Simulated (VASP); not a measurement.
Set up this calculation in VASP 6.6.1, as the native input.

```yaml
Task: single point
Functional: PBEsol
Potentials_or_basis: VASP PAW PBE potentials, release 64 (B, N)
Cutoff: 600 eV
k_mesh: 4 × 4 × 8
Occupations: gaussian, width 0.01 eV
Spin: no spin polarisation
Dipole_correction: no
Further_INCAR_settings: ALGO = Normal; EDIFF = 1e-06; NBANDS = 26
```

The structure of BN lies in POSCAR:

```
BN
1.0
    4.4242230000      0.0000000000      0.0000000000
    0.0000000000      4.4242230000      0.0000000000
    0.0000000000      0.0000000000      2.5503560000
B N
4 4
Direct
    0.1742830000      0.8257170000      0.5000000000
    0.3257170000      0.3257170000      0.0000000000
    0.6742830000      0.6742830000      0.0000000000
    0.8257170000      0.1742830000      0.5000000000
    0.8126010000      0.8126010000      0.5000000000
    0.3126010000      0.6873990000      0.0000000000
    0.6873990000      0.3126010000      0.0000000000
    0.1873990000      0.1873990000      0.5000000000
```

The input as run:

INCAR

```
SYSTEM = BN
ALGO = Normal
EDIFF = 1E-6
ENCUT = 600
GGA = PS
GGA_COMPAT = .False.
ISIF = 2
ISMEAR = 0
LASPH = .True.
LCHARG = .True.
LELF = .True.
LREAL = .False.
LVHAR = .True.
LWAVE = .False.
NBANDS = 26
NELM = 120
PREC = Accurate
SIGMA = 0.01
```

KPOINTS

```
k-points
0
Gamma
  4 4 8
  0 0 0
```

Potentials or basis: VASP PAW PBE potentials, release 64 (B, N).

Run with:

```console
$ cat potpaw_PBE.64/B/POTCAR potpaw_PBE.64/N/POTCAR > POTCAR
$ mpirun -np 1 vasp_std > vasp.out
```

Results of the run:

```yaml
Pressure: -5.4 GPa
Largest_force: 0.010 eV/Å
Band_gap_on_the_k_mesh: 4.71 eV, indirect (least direct gap 5.78 eV)
```

Caveat: the PAW data sets were made with another functional, which shifts forces and pressure a little.

It took 15 s on 1 thread of Intel(R) Xeon(R) 6975P-C (Granite Rapids) (shared host), peak memory 0.18 GiB.
